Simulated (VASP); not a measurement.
The system is RbBr.

```xyz
2
Lattice="0.0000 3.5064 3.5064 3.5064 0.0000 3.5064 3.5064 3.5064 0.0000" Properties=species:S:1:pos:R:3 pbc="T T T"
Rb    0.0000    0.0000    0.0000
Br    3.5064    3.5064    3.5064
```

| Property | Result |
| --- | --- |
| Program | VASP 6.6.1 |
| Task | relaxation of cell and atoms |
| Functional | PBEsol |
| Potentials or basis | VASP PAW PBE potentials, release 64 (Rb_sv, Br) |
| Cutoff | 600 eV |
| k mesh | 6 × 6 × 6 |
| Occupations | fermi-dirac, width 0.02 eV |
| Spin | no spin polarisation |

At the start: pressure -0.8 GPa; volume 43.11 Å³/atom.

Question: Where does the relaxation end?

Answer: Over 4 steps the energy falls by 8.0 meV/atom and the volume is 40.20 Å³/atom (-6.8 %); space group Fm-3m (No. 225, to 0.1 Å) before and after.

The path:
```csv
step,energy change (eV),largest force (eV/Å),pressure (GPa),volume (Å³)
1,0.0000,0.0000,-0.81,86.22
2,-0.0110,0.0000,-0.49,83.52
3,-0.0158,0.0000,0.11,79.77
4,-0.0160,0.0000,-0.01,80.40
```

Final structure:
```
Rb Br
1.0
     0.00000    3.42568    3.42568
     3.42568    0.00000    3.42568
     3.42568    3.42568    0.00000
Rb Br
1 1
Direct
  0.00000 0.00000 0.00000
  0.50000 0.50000 0.50000
```

Caveat: the PAW data sets were made with another functional, which shifts forces and pressure a little.
